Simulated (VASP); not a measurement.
# Rh (Fm-3m) in VASP: single point with r2SCAN

Aim: the single point of Rh with r2SCAN.

Program: VASP 6.6.1. These are calculated values, not measurements. Logs are shortened: lines on timing, memory, paths and dates and some standing lists are left out, and cuts for length are marked.

### Step 1. The cell of the first run

It takes space group Fm-3m (No. 225, cubic). Conventional cell: a = 3.800 Å, b = 3.800 Å, c = 3.800 Å, α = 90.00°, β = 90.00°, γ = 90.00°. Rh (site symmetry m-3m) has 12 Rh at 2.69 Å within 3.5 Å.

### Step 2. Single point, r2SCAN

The input, POSCAR:

```
Rh
1.0
    0.0000000000      1.8999524447      1.8999524447
    1.8999524447      0.0000000000      1.8999524447
    1.8999524447      1.8999524447      0.0000000000
Rh
1
Direct
    0.0000000000      0.0000000000      0.0000000000
```

The input, INCAR.step1:

```
SYSTEM = Rh
PREC     = Accurate       ! precision mode
ENCUT    = 520            ! plane-wave cutoff, eV
ISMEAR   = 0              ! smearing method
SIGMA    = 0.1            ! smearing width, eV
LREAL    = .FALSE.        ! projectors in reciprocal space
LASPH    = .TRUE.         ! aspherical terms in the spheres
NELM     = 100            ! most SCF steps
NBANDS   = 14             ! bands
GGA      = PE             ! functional
ALGO     = Normal         ! electronic algorithm
EDIFF    = 1E-4           ! SCF threshold, eV
LWAVE    = .TRUE.         ! write WAVECAR
LCHARG   = .FALSE.        ! write CHGCAR
```

The input, INCAR.step2:

```
SYSTEM = Rh
PREC     = Accurate       ! precision mode
ENCUT    = 520            ! plane-wave cutoff, eV
EDIFF    = 1E-7           ! SCF threshold, eV
ISMEAR   = 0              ! smearing method
SIGMA    = 0.1            ! smearing width, eV
LREAL    = .FALSE.        ! projectors in reciprocal space
LASPH    = .TRUE.         ! aspherical terms in the spheres
NELM     = 100            ! most SCF steps
ALGO     = Normal         ! electronic algorithm
ISIF     = 2              ! what is computed and relaxed
LWAVE    = .FALSE.        ! write WAVECAR
LCHARG   = .FALSE.        ! write CHGCAR
METAGGA  = R2SCAN         ! meta-GGA
LMIXTAU  = .TRUE.       
NBANDS   = 14             ! bands
ISTART   = 1
```

The input, KPOINTS:

```
Automatic mesh
0
G
  18 18 18
  0 0 0
```

Potentials or basis: VASP PAW PBE potentials, release 64 (Rh_pv).

On the command line:

```
$ cat potpaw_PBE.64/Rh_pv/POTCAR > POTCAR
$ cp INCAR.step1 INCAR
$ mpirun -np 1 vasp_std > vasp.out
$ cp INCAR.step2 INCAR
$ mpirun -np 1 vasp_std > vasp.out
```

OUTCAR:

```text
SYSTEM = Rh
   PREC = Accurate
   ENCUT = 520
   EDIFF = 1E-7
   ISMEAR = 0
   LREAL = .FALSE.
   LASPH = .TRUE.
   NELM = 100
   ISIF = 2
   METAGGA = R2SCAN
   ISTART = 1

 ion  position               nearest neighbor table
   1  0.000  0.000  0.000-

  LATTYP: Found a face centered cubic cell.
 ALAT       =     3.7999048894

  Lattice vectors:

 A1 = (   0.0000000000,   1.8999524447,   1.8999524447)
 A2 = (   1.8999524447,   0.0000000000,   1.8999524447)
 A3 = (   1.8999524447,   1.8999524447,   0.0000000000)

Analysis of symmetry for initial positions (statically):
=====================================================================
 Subroutine PRICEL returns:
 Original cell was already a primitive cell.

 Routine SETGRP: Setting up the symmetry group for a
 face centered cubic supercell.

 Subroutine GETGRP returns: Found 48 space group operations
 (whereof 48 operations were pure point group operations)
 out of a pool of 48 trial point group operations.

The static configuration has the point symmetry O_h .

Analysis of symmetry for dynamics (positions and initial velocities):
=====================================================================
 Subroutine PRICEL returns:
 Original cell was already a primitive cell.

 Routine SETGRP: Setting up the symmetry group for a
 face centered cubic supercell.

 Subroutine GETGRP returns: Found 48 space group operations
 (whereof 48 operations were pure point group operations)
 out of a pool of 48 trial point group operations.

The dynamic configuration has the point symmetry O_h .

 Subroutine INISYM returns: Found 48 space group operations
 (whereof 48 operations are pure point group operations),
 and found     1 'primitive' translations

----------------------------------------------------------------------------------------

                                     Primitive cell

  volume of cell :      13.7170

  direct lattice vectors                    reciprocal lattice vectors
     0.000000000  1.899952445  1.899952445    -0.263164482  0.263164482  0.263164482
     1.899952445  0.000000000  1.899952445     0.263164482 -0.263164482  0.263164482
     1.899952445  1.899952445  0.000000000     0.263164482  0.263164482 -0.263164482

  length of vectors
     2.686938515  2.686938515  2.686938515     0.455814253  0.455814253  0.455814253

  position of ions in fractional coordinates (direct lattice)
     0.000000000  0.000000000  0.000000000

  ion indices of the primitive-cell ions
   primitive index   ion index
                 1           1

----------------------------------------------------------------------------------------

 KPOINTS: Automatic mesh

Automatic generation of k-mesh.
 Grid dimensions read from file:
 generate k-points for:   18   18   18

 Generating k-lattice:

  Cartesian coordinates                     Fractional coordinates (reciprocal lattice)
    -0.014620249  0.014620249  0.014620249     0.055555556  0.000000000  0.000000000
     0.014620249 -0.014620249  0.014620249     0.000000000  0.055555556  0.000000000
     0.014620249  0.014620249 -0.014620249     0.000000000  0.000000000  0.055555556

  Length of vectors
     0.025323014  0.025323014  0.025323014

  Shift w.r.t. Gamma in fractional coordinates (k-lattice)
     0.000000000  0.000000000  0.000000000

 Subroutine IBZKPT returns following result:
 ===========================================

 Found    195 irreducible k-points:

 Following reciprocal coordinates:
            Coordinates               Weight
  0.000000  0.000000  0.000000      1.000000
  0.055556  0.000000  0.000000      8.000000
  0.111111  0.000000  0.000000      8.000000
  0.166667  0.000000  0.000000      8.000000
  0.222222  0.000000  0.000000      8.000000
  0.277778  0.000000  0.000000      8.000000
[... 16 lines left out ...]
 -0.277778  0.055556  0.000000     24.000000
 -0.222222  0.055556  0.000000     24.000000
 [... further k-points ...]
   k-points           NKPTS =    195   k-points in BZ     NKDIM =    195   number of bands    NBANDS=     14
   number of dos      NEDOS =    301   number of ions     NIONS =      1
   total plane-waves  NPLWV =   8000
   dimension x,y,z NGX =    20 NGY =   20 NGZ =   20
   dimension x,y,z NGXF=    40 NGYF=   40 NGZF=   40
   ions per type =               1
   NGX,Y,Z   is equivalent  to a cutoff of  12.37, 12.37, 12.37 a.u.
   NGXF,Y,Z  is equivalent  to a cutoff of  24.75, 24.75, 24.75 a.u.
 SYSTEM =  Rh
   PREC   = accura    normal or accurate (medium, high low for compatibility)
   ISTART =      1    job   : 0-new  1-cont  2-samecut
   ICHARG =      0    charge: 1-file 2-atom 10-const
   ISPIN  =      1    spin polarized calculation?
   LNONCOLLINEAR =      F non collinear calculations
   LSORBIT =      F    spin-orbit coupling
   LASPH  =      T    aspherical Exc in radial PAW
   ENCUT  =  520.0 eV  38.22 Ry    6.18 a.u.   5.00  5.00  5.00*2*pi/ulx,y,z
   NELM   =    100;   NELMIN=  2; NELMDL=  0     # of ELM steps
   EDIFF  = 0.1E-06   stopping-criterion for ELM
   LREAL  =      F    real-space projection
   EDIFFG = 0.1E-05   stopping-criterion for IOM
   NSW    =      0    number of steps for IOM
   IBRION =     -1    ionic relax: 0-MD 1-quasi-New 2-CG
   NFREE  =      0    steps in history (QN), initial steepest desc. (CG)
   ISIF   =      2    stress and relaxation
   ISYM   =      2    0-nonsym 1-usesym 2-fastsym
   POTIM  = 0.5000    time-step for ionic-motion
   TEBEG  =    0.0;   TEEND  =   0.0 temperature during run
   PSTRESS=    0.0 pullay stress
   NELECT =      15.0000    total number of electrons
   NUPDOWN=      -1.0000    fix difference up-down
   EMIN   =  10.00;   EMAX   =-10.00  energy-range for DOS
   EFERMI =   0.00;   METHOD = LEGACY
   ISMEAR =     0;   SIGMA  =   0.10  broadening in eV -4-tet -1-fermi 0-gaus
   EFERMI_NEDOS =   21; number of points for ismear=-14 and -15
   IALGO  =     38    algorithm
   IMIX   =      4    mixing-type and parameters
     AMIX     =   0.40;   BMIX     =  1.00
     AMIX_MAG =   1.60;   BMIX_MAG =  1.00
  volume/ion in A,a.u.               =      13.72        92.57
  Fermi-wavevector in a.u.,A,eV,Ry     =   1.686628  3.187264 38.704663  2.844712
  Thomas-Fermi vector in A             =   2.769258
   LORBIT       =      0    0 simple, 1 ext, 2 COOP (PROOUT), +10 PAW based schemes
   METAGGA = R2SCAN    functional components
   LHFCALC =     F    Hartree Fock is set to
   AEXX    =    0.0000 exact exchange contribution
   IVDW    =     0    specifies the selected vdW correction
   LEPSILON=     F    determine dielectric tensor
   LRPA    =     F    only Hartree local field effects (RPA)
 non-spin polarized calculation
 Gauss-broadening in eV      SIGMA  =   0.10
  energy-cutoff  :      520.00
  volume of cell :       13.72
 maximum number of plane-waves:       380
   NGX =  9   NGY =  9   NGZ =  9

 number of electron      15.0000007 magnetization

 Free energy of the ion-electron system (eV)
  ---------------------------------------------------
  ext. energy  EPLUGINS =         0.00000000
  ---------------------------------------------------
  free energy    TOTEN  =       -24.13981901 eV

  energy without entropy =      -24.13304195  energy(sigma->0) =      -24.13643048

 E-fermi :  11.7809     XC(G=0): -15.2246

 val. band max:       11.7801779944   @ k =   0.5000   0.2222   0.1111
 cond. band min:      11.7947598751   @ k =   0.5000   0.3889   0.0000
 fundamental gap:      0.0145818806
 Fermi energy:        11.7809094635

 k-point     1 :       0.0000    0.0000    0.0000
  band No.  band energies     occupation
      1     -36.0214      2.00000
      2     -36.0214      2.00000
      3     -36.0214      2.00000
      4       3.5770      2.00000
      5       8.5894      2.00000
      6       8.5894      2.00000
      7       8.5894      2.00000
      8      10.6972      2.00000
      9      10.6972      2.00000
     10      28.4901      0.00000
     11      29.1463      0.00000
     12      34.2556      0.00000
     13      34.2556      0.00000
     14      34.2556      0.00000

 k-point     2 :       0.0556    0.0000    0.0000
  band No.  band energies     occupation
      1     -36.0462      2.00000
      2     -36.0247      2.00000
      3     -36.0247      2.00000
      4       3.7078      2.00000
      5       8.5311      2.00000
      6       8.6405      2.00000
      7       8.6405      2.00000
      8      10.6688      2.00000
      9      10.6688      2.00000
     10      28.6779      0.00000
     11      29.1462      0.00000
     12      33.5367      0.00000
     13      34.4438      0.00000
     14      34.4438      0.00000

 k-point     3 :       0.1111    0.0000    0.0000
  band No.  band energies     occupation
      1     -36.1173      2.00000
      2     -36.0343      2.00000
      3     -36.0343      2.00000
      4       4.0825      2.00000
      5       8.3860      2.00000
      6       8.7733      2.00000
      7       8.7733      2.00000
      8      10.6084      2.00000
      9      10.6084      2.00000
     10      29.1455      0.00000
     11      29.1782      0.00000
     12      32.0318      0.00000
     13      34.9898      0.00000
     14      34.9898      0.00000
[... 324 lines left out ...]
 k-point    23 :      -0.2778    0.0556    0.0000
  band No.  band energies     occupation
      1     -36.5371      2.00000
      2     -36.1190      2.00000
      3     -36.0843      2.00000
      4       5.7091      2.00000
      5       8.7391      2.00000
      6       8.9165      2.00000
      7       8.9759      2.00000
      8      10.9184      2.00000
      9      11.7152      1.64692
     10      26.1840      0.00000
     11      29.1460      0.00000
     12      29.8296      0.00000
     13      35.4802      0.00000
     14      38.0614      0.00000

 k-point    24 :      -0.2222    0.0556    0.0000
  band No.  band energies     occupation
      1     -36.4047      2.00000
      2     -36.0994      2.00000
      3     -36.0649      2.00000
      4       5.4700      2.00000
      5       8.2526      2.00000
      6       8.9830      2.00000
      7       9.0355      2.00000
      8      10.5195      2.00000
      9      11.2324      2.00000
     10      28.0242      0.00000
     11      29.1464      0.00000
     12      30.2728      0.00000
     13      35.7537      0.00000
     14      37.7026      0.00000

 [... further k-points ...]

------------------------ aborting loop because EDIFF is reached ----------------------------------------

  FORCE on cell =-STRESS in cart. coord.  units (eV):
  Direction    XX          YY          ZZ          XY          YZ          ZX
  --------------------------------------------------------------------------------------
  -------------------------------------------------------------------------------------
  Total        0.1040334      0.1040334      0.1040334      0.0000000     -0.0000000      0.0000000
  in kB       12.1513659     12.1513659     12.1513659      0.0000000     -0.0000000      0.0000000
  external PRESSURE =      12.1513659 kB  Pullay stress =       0.0000000 kB

 VOLUME and BASIS-vectors are now :
 -----------------------------------------------------------------------------
  energy-cutoff  :      520.00
  volume of cell :       13.72
      direct lattice vectors                 reciprocal lattice vectors
     0.000000000  1.899952445  1.899952445    -0.263164482  0.263164482  0.263164482
     1.899952445  0.000000000  1.899952445     0.263164482 -0.263164482  0.263164482
     1.899952445  1.899952445  0.000000000     0.263164482  0.263164482 -0.263164482

 POSITION                                       TOTAL-FORCE (eV/Angst)
 -----------------------------------------------------------------------------------
      0.00000      0.00000      0.00000         0.000000      0.000000      0.000000
 -----------------------------------------------------------------------------------
    total drift:                                0.000000     -0.000000      0.000000

  FREE ENERGIE OF THE ION-ELECTRON SYSTEM (eV)
  ---------------------------------------------------
  free  energy   TOTEN  =       -24.1398190123 eV

  energy  without entropy=      -24.1330419529  energy(sigma->0) =      -24.13643048
```

Wall time 2.9 min (1 thread of Intel Xeon 8259CL, shared host); peak memory 0.16 GiB.

What came out:

* Free energy: -24.1398 eV
* Pressure: 1.2 GPa
* Band gap on the k mesh: zero (an odd number of electrons rules out a gap without spin polarisation)

Levels at points of the mesh, in eV from the Fermi level:
| k point | band 3 | band 4 | band 5 | band 6 | band 7 | band 8 | band 9 | band 10 | band 11 | band 12 |
| --- | --- | --- | --- | --- | --- | --- | --- | --- | --- | --- |
| (0.00, 0.00, 0.00) | -47.80 | -8.20 | -3.19 | -3.19 | -3.19 | -1.08 | -1.08 | 16.71 | 17.37 | 22.47 |
| (0.50, 0.00, 0.00) | -47.91 | -6.36 | -3.31 | -3.31 | 0.58 | 0.58 | 0.90 | 9.10 | 16.27 | 17.36 |
| (0.50, 0.50, 0.00) | -48.09 | -6.58 | -6.20 | 0.51 | 1.04 | 1.04 | 3.48 | 12.90 | 14.01 | 14.01 |

Caveat: an empty level that is flat over the whole mesh can mark a ghost state of the potentials, or a narrow d or f band; the PAW data sets were made with another functional, which shifts forces and pressure a little.
